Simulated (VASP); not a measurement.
# PbSe (Pm-3m) in VASP: single point with HSE06

Aim: the single point of PbSe with HSE06.

Everything below comes from runs of VASP 6.6.1. Logs are shortened: lines on timing, memory, paths and dates and some standing lists are left out, and cuts for length are marked.

### 1 The cell of the first run

The structure is cubic, space group Pm-3m (No. 221). Conventional cell: a = 3.768 Å, b = 3.768 Å, c = 3.768 Å, α = 90.00°, β = 90.00°, γ = 90.00°. Within 4.3 Å of Pb (site symmetry m-3m) lie 8 Se at 3.26 Å and 6 Pb at 3.77 Å. Se (site symmetry m-3m) has 8 Pb at 3.26 Å and 6 Se at 3.77 Å within 4.3 Å.

### 2 Single point, HSE06

File POSCAR:

```
PbSe
1.0
    3.7681577394      0.0000000000      0.0000000000
    0.0000000000      3.7681577394      0.0000000000
    0.0000000000      0.0000000000      3.7681577394
Pb Se
1 1
Direct
    0.0000000000      0.0000000000      0.0000000000
    0.5000000000      0.5000000000      0.5000000000
```

File INCAR.step1:

```
SYSTEM = PbSe
PREC = Accurate
ENCUT = 400
EDIFF = 1E-5
ISMEAR = -1
SIGMA = 0.02
LREAL = .FALSE.
LASPH = .TRUE.
NELM = 120
ALGO = Normal
ISIF = 2
LWAVE = .TRUE.
GGA = PE
NBANDS = 17
GGA_COMPAT = .FALSE.
```

File INCAR.step2:

```
SYSTEM = PbSe
PREC = Accurate
ENCUT = 400
EDIFF = 1E-6
ISMEAR = -1
SIGMA = 0.02
LREAL = .FALSE.
LASPH = .TRUE.
NELM = 120
ALGO = Normal
ISIF = 2
LWAVE = .FALSE.
LCHARG = .TRUE.
GGA = PE
LHFCALC = .TRUE.
HFSCREEN = 0.2079
PRECFOCK = Normal
LELF = .TRUE.
LVHAR = .TRUE.
ISTART = 1
NBANDS = 17
GGA_COMPAT = .FALSE.
```

File KPOINTS:

```
Automatic mesh
0
G
  6 6 6
  0 0 0
```

Potentials or basis: VASP PAW PBE potentials, release 64 (Pb_d, Se).

Started as:

```bash
> cat potpaw_PBE.64/Pb_d/POTCAR potpaw_PBE.64/Se/POTCAR > POTCAR
> cp INCAR.step1 INCAR
> mpirun -np 1 vasp_std > vasp.out
> cp INCAR.step2 INCAR
> mpirun -np 1 vasp_std > vasp.out
```

OUTCAR:

```text
SYSTEM = PbSe
   PREC = Accurate
   ENCUT = 400
   EDIFF = 1E-6
   ISMEAR = -1
   LREAL = .FALSE.
   LASPH = .TRUE.
   NELM = 120
   ISIF = 2
   GGA = PE
   LHFCALC = .TRUE.
   HFSCREEN = 0.2079
   PRECFOCK = Normal
   ISTART = 1

 ion  position               nearest neighbor table
   1  0.000  0.000  0.000-   2 3.26   2 3.26   2 3.26   2 3.26   2 3.26   2 3.26   2 3.26   2 3.26

   2  0.500  0.500  0.500-   1 3.26   1 3.26   1 3.26   1 3.26   1 3.26   1 3.26   1 3.26   1 3.26

  LATTYP: Found a simple cubic cell.
 ALAT       =     3.7681577394

  Lattice vectors:

 A1 = (   3.7681577394,   0.0000000000,   0.0000000000)
 A2 = (   0.0000000000,   3.7681577394,   0.0000000000)
 A3 = (   0.0000000000,   0.0000000000,   3.7681577394)

Analysis of symmetry for initial positions (statically):
=====================================================================
 Subroutine PRICEL returns:
 Original cell was already a primitive cell.

 Routine SETGRP: Setting up the symmetry group for a
 simple cubic supercell.

 Subroutine GETGRP returns: Found 48 space group operations
 (whereof 48 operations were pure point group operations)
 out of a pool of 48 trial point group operations.

The static configuration has the point symmetry O_h .

Analysis of symmetry for dynamics (positions and initial velocities):
=====================================================================
 Subroutine PRICEL returns:
 Original cell was already a primitive cell.

 Routine SETGRP: Setting up the symmetry group for a
 simple cubic supercell.

 Subroutine GETGRP returns: Found 48 space group operations
 (whereof 48 operations were pure point group operations)
 out of a pool of 48 trial point group operations.

The dynamic configuration has the point symmetry O_h .

 Subroutine INISYM returns: Found 48 space group operations
 (whereof 48 operations are pure point group operations),
 and found     1 'primitive' translations

----------------------------------------------------------------------------------------

                                     Primitive cell

  volume of cell :      53.5041

  direct lattice vectors                    reciprocal lattice vectors
     3.768157739  0.000000000  0.000000000     0.265381672  0.000000000  0.000000000
     0.000000000  3.768157739  0.000000000     0.000000000  0.265381672  0.000000000
     0.000000000  0.000000000  3.768157739     0.000000000  0.000000000  0.265381672

  length of vectors
     3.768157739  3.768157739  3.768157739     0.265381672  0.265381672  0.265381672

  position of ions in fractional coordinates (direct lattice)
     0.000000000  0.000000000  0.000000000
     0.500000000  0.500000000  0.500000000

  ion indices of the primitive-cell ions
   primitive index   ion index
                 1           1
                 2           2

----------------------------------------------------------------------------------------

 KPOINTS: Automatic mesh

Automatic generation of k-mesh.
 Grid dimensions read from file:
 generate k-points for:    6    6    6

 Generating k-lattice:

  Cartesian coordinates                     Fractional coordinates (reciprocal lattice)
     0.044230279  0.000000000  0.000000000     0.166666667  0.000000000  0.000000000
     0.000000000  0.044230279  0.000000000     0.000000000  0.166666667  0.000000000
     0.000000000  0.000000000  0.044230279     0.000000000  0.000000000  0.166666667

  Length of vectors
     0.044230279  0.044230279  0.044230279

  Shift w.r.t. Gamma in fractional coordinates (k-lattice)
     0.000000000  0.000000000  0.000000000

 Subroutine IBZKPT returns following result:
 ===========================================

 Found     20 irreducible k-points:

 Following reciprocal coordinates:
            Coordinates               Weight
  0.000000  0.000000  0.000000      1.000000
  0.166667  0.000000  0.000000      6.000000
  0.333333  0.000000  0.000000      6.000000
  0.500000  0.000000  0.000000      3.000000
  0.166667  0.166667  0.000000     12.000000
  0.333333  0.166667  0.000000     24.000000
[... 12 lines left out ...]
  0.500000  0.500000  0.333333      6.000000
  0.500000  0.500000  0.500000      1.000000
   k-points           NKPTS =     20   k-points in BZ     NKDIM =    216   number of bands    NBANDS=     17
   number of dos      NEDOS =    301   number of ions     NIONS =      2
   total plane-waves  NPLWV =  21952
   dimension x,y,z NGX =    28 NGY =   28 NGZ =   28
   dimension x,y,z NGXF=    56 NGYF=   56 NGZF=   56
   ions per type =               1   1
   NGX,Y,Z   is equivalent  to a cutoff of  12.35, 12.35, 12.35 a.u.
   NGXF,Y,Z  is equivalent  to a cutoff of  24.71, 24.71, 24.71 a.u.
 SYSTEM =  PbSe
   PREC   = accura    normal or accurate (medium, high low for compatibility)
   ISTART =      1    job   : 0-new  1-cont  2-samecut
   ICHARG =      0    charge: 1-file 2-atom 10-const
   ISPIN  =      1    spin polarized calculation?
   LNONCOLLINEAR =      F non collinear calculations
   LSORBIT =      F    spin-orbit coupling
   LASPH  =      T    aspherical Exc in radial PAW
   ENCUT  =  400.0 eV  29.40 Ry    5.42 a.u.   6.14  6.14  6.14*2*pi/ulx,y,z
   NELM   =    120;   NELMIN=  2; NELMDL=  0     # of ELM steps
   EDIFF  = 0.1E-05   stopping-criterion for ELM
   LREAL  =      F    real-space projection
   EDIFFG = 0.1E-04   stopping-criterion for IOM
   NSW    =      0    number of steps for IOM
   IBRION =     -1    ionic relax: 0-MD 1-quasi-New 2-CG
   NFREE  =      0    steps in history (QN), initial steepest desc. (CG)
   ISIF   =      2    stress and relaxation
   ISYM   =      3    0-nonsym 1-usesym 2-fastsym
   POTIM  = 0.5000    time-step for ionic-motion
   TEBEG  =    0.0;   TEEND  =   0.0 temperature during run
   PSTRESS=    0.0 pullay stress
   NELECT =      20.0000    total number of electrons
   NUPDOWN=      -1.0000    fix difference up-down
   EMIN   =  10.00;   EMAX   =-10.00  energy-range for DOS
   EFERMI =   0.00;   METHOD = LEGACY
   ISMEAR =    -1;   SIGMA  =   0.02  broadening in eV -4-tet -1-fermi 0-gaus
   EFERMI_NEDOS =   21; number of points for ismear=-14 and -15
   IALGO  =     38    algorithm
   IMIX   =      1    mixing-type and parameters
     AMIX     =   0.40;   BMIX     =  1.00
     AMIX_MAG =   1.60;   BMIX_MAG =  1.00
  volume/ion in A,a.u.               =      26.75       180.53
  Fermi-wavevector in a.u.,A,eV,Ry     =   1.179295  2.228544 18.922118  1.390736
  Thomas-Fermi vector in A             =   2.315608
   LORBIT       =      0    0 simple, 1 ext, 2 COOP (PROOUT), +10 PAW based schemes
   GGA     = PE    functional components
   LHFCALC =     T    Hartree Fock is set to
   PRECFOCK=normal    Normal, Fast or Accurate (Low or Medium for compatibility)
   ENCUT4O =  -1.0   cutoff for four orbital integrals eV
   NKREDX  =     1    reduce k-point grid by
   NKREDY  =     1    reduce k-point grid by
   NKREDZ  =     1    reduce k-point grid by
   AEXX    =    0.2500 exact exchange contribution
   HFSCREEN=    0.2079 screening length (either q_TF or 0.3 A-1)
   HFSCREENC=   0.2079 screening length for correlation (either q_TF or 0.3 A-1)
   ENCUTFOCK=  -1.0 apply spherical cutoff to Coloumb kernel
   IVDW    =     0    specifies the selected vdW correction
   LEPSILON=     F    determine dielectric tensor
   LRPA    =     F    only Hartree local field effects (RPA)
 non-spin polarized calculation
  energy-cutoff  :      400.00
  volume of cell :       53.50
 maximum number of plane-waves:       992
 NGX is ok and might be reduce to    28
  NGX = 20; NGY = 20; NGZ = 20

 number of electron      20.0000011 magnetization

 Free energy of the ion-electron system (eV)
  ---------------------------------------------------
  ext. energy  EPLUGINS =         0.00000000
  ---------------------------------------------------
  free energy    TOTEN  =        -9.19648489 eV

  energy without entropy =       -9.19550453  energy(sigma->0) =       -9.19599471

 E-fermi :   5.3124     XC(G=0):  -8.3009

 val. band max:        5.3021763566   @ k =   0.1667   0.1667   0.1667
 cond. band min:       5.5548175303   @ k =   0.5000   0.3333   0.3333
 fundamental gap:      0.2526411737
 Fermi energy:         5.3123926563

 k-point     1 :       0.0000    0.0000    0.0000
  band No.  band energies     occupation
      1     -13.6294      2.00000
      2     -13.6294      2.00000
      3     -13.4767      2.00000
      4     -13.4767      2.00000
      5     -13.4767      2.00000
      6      -9.4844      2.00000
[... 9 lines left out ...]
     16      17.6333      0.00000
     17      19.0516      0.00000

 k-point     2 :       0.1667    0.0000    0.0000
  band No.  band energies     occupation
      1     -13.6276      2.00000
      2     -13.5993      2.00000
      3     -13.4885      2.00000
      4     -13.4885      2.00000
      5     -13.4757      2.00000
      6      -9.2567      2.00000
[... 9 lines left out ...]
     16      17.6935      0.00000
     17      18.3813      0.00000

 k-point     3 :       0.3333    0.0000    0.0000
  band No.  band energies     occupation
      1     -13.6237      2.00000
      2     -13.5395      2.00000
      3     -13.5118      2.00000
      4     -13.5118      2.00000
      5     -13.4735      2.00000
      6      -8.6787      2.00000
[... 9 lines left out ...]
     16      16.0602      0.00000
     17      18.9210      0.00000

 k-point     4 :       0.5000    0.0000    0.0000
  band No.  band energies     occupation
      1     -13.6218      2.00000
      2     -13.5234      2.00000
      3     -13.5234      2.00000
      4     -13.5097      2.00000
      5     -13.4724      2.00000
      6      -8.2737      2.00000
[... 9 lines left out ...]
     16      19.2770      0.00000
     17      19.6229      0.00000
[... 263 lines left out ...]
      1     -13.5766      2.00000
      2     -13.5634      2.00000
      3     -13.5466      2.00000
      4     -13.4789      2.00000
      5     -13.4471      2.00000
      6      -7.4271      2.00000
[... 9 lines left out ...]
     16      18.1130      0.00000
     17      21.4498      0.00000

 k-point    19 :       0.5000    0.5000    0.3333
  band No.  band energies     occupation
      1     -13.5878      2.00000
      2     -13.5611      2.00000
      3     -13.5611      2.00000
      4     -13.4623      2.00000
      5     -13.4293      2.00000
      6      -7.3147      2.00000
[... 9 lines left out ...]
     16      19.2057      0.00000
     17      22.0944      0.00000

 k-point    20 :       0.5000    0.5000    0.5000
  band No.  band energies     occupation
      1     -13.5770      2.00000
      2     -13.5770      2.00000
      3     -13.5770      2.00000
      4     -13.4286      2.00000
      5     -13.4286      2.00000
      6      -7.2396      2.00000
[... 9 lines left out ...]
     16      20.2865      0.00000
     17      23.8585      0.00000

------------------------ aborting loop because EDIFF is reached ----------------------------------------

  FORCE on cell =-STRESS in cart. coord.  units (eV):
  Direction    XX          YY          ZZ          XY          YZ          ZX
  --------------------------------------------------------------------------------------
  -------------------------------------------------------------------------------------
  Total       -0.2196380     -0.2196380     -0.2196380      0.0000000      0.0000000     -0.0000000
  in kB       -6.5770460     -6.5770460     -6.5770460      0.0000000      0.0000000     -0.0000000
  external PRESSURE =      -6.5770460 kB  Pullay stress =       0.0000000 kB

 VOLUME and BASIS-vectors are now :
 -----------------------------------------------------------------------------
  energy-cutoff  :      400.00
  volume of cell :       53.50
      direct lattice vectors                 reciprocal lattice vectors
     3.768157739  0.000000000  0.000000000     0.265381672  0.000000000  0.000000000
     0.000000000  3.768157739  0.000000000     0.000000000  0.265381672  0.000000000
     0.000000000  0.000000000  3.768157739     0.000000000  0.000000000  0.265381672

 POSITION                                       TOTAL-FORCE (eV/Angst)
 -----------------------------------------------------------------------------------
      0.00000      0.00000      0.00000         0.000000      0.000000      0.000000
      1.88408      1.88408      1.88408         0.000000      0.000000      0.000000
 -----------------------------------------------------------------------------------
    total drift:                               -0.000003     -0.000002     -0.000003

  FREE ENERGIE OF THE ION-ELECTRON SYSTEM (eV)
  ---------------------------------------------------
  free  energy   TOTEN  =        -9.1964848904 eV

  energy  without entropy=       -9.1955045317  energy(sigma->0) =       -9.19599471
```

Wall time 54 min (1 thread of Intel Xeon 8259CL, shared host); peak memory 0.28 GiB.

Results:

- Free energy: -9.1965 eV
- Pressure: -0.7 GPa
- Band gap on the k mesh: zero (bands 10 and 11 overlap by 0.48 eV)

Caveat: the structure was generated, so it needn't be the stable form of PbSe; the PAW data sets were made with another functional, which shifts forces and pressure a little; spin-orbit coupling is left out, which moves the levels of the heavy elements.

The gap in the log of VASP goes by the Fermi energy; the results here count the filled bands.